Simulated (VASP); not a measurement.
Crystal: TaF3.

```
Ta F
1.0
     3.96499    0.00000    0.00000
     0.00000    3.96499    0.00000
     0.00000    0.00000    3.96499
Ta F
1 3
Direct
  0.00000 0.00000 0.00000
  0.50000 0.00000 0.00000
  0.00000 0.50000 0.00000
  0.00000 0.00000 0.50000
```

* Program: VASP 6.6.1
* Task: relaxation of cell and atoms
* Functional: r2SCAN
* Potentials or basis: VASP PAW PBE potentials, release 64 (Ta_pv, F)
* Cutoff: 600 eV
* k mesh: 5 × 5 × 5
* Occupations: fermi-dirac, width 0.1 eV
* Spin: no spin polarisation
* Hubbard terms: Ta d U = 4.0 eV

At the start: pressure 18.3 GPa; volume 15.58 Å³/atom.

Question: How do energy, volume and symmetry change on relaxing?

Answer: Over 4 steps the energy falls by 110.3 meV/atom and the volume is 17.73 Å³/atom (+13.8 %); space group Pm-3m (No. 221, to 0.05 Å).

Step by step:
```csv
step,energy change (eV),largest force (eV/Å),pressure (GPa),volume (Å³)
1,0.0000,0.0000,18.34,62.33
2,-0.1432,0.0000,-9.73,79.85
3,-0.4412,0.0000,-0.18,71.11
4,-0.4412,0.0000,0.09,70.93
```

Final structure:
```yaml
crystal:
  lattice:
    - [4.13947, 0.00000, 0.00000]
    - [0.00000, 4.13947, 0.00000]
    - [0.00000, 0.00000, 4.13947]
  atoms:
    - { symbol: Ta, position: [0.00000, 0.00000, 0.00000] }
    - { symbol: F, position: [0.50000, 0.00000, 0.00000] }
    - { symbol: F, position: [0.00000, 0.50000, 0.00000] }
    - { symbol: F, position: [0.00000, 0.00000, 0.50000] }
```

Caveat: the PAW data sets were made with another functional, which shifts forces and pressure a little; the volume moved by +14 % from the deposited cell, more than functionals usually miss; U without spin polarisation on a metal has little footing.
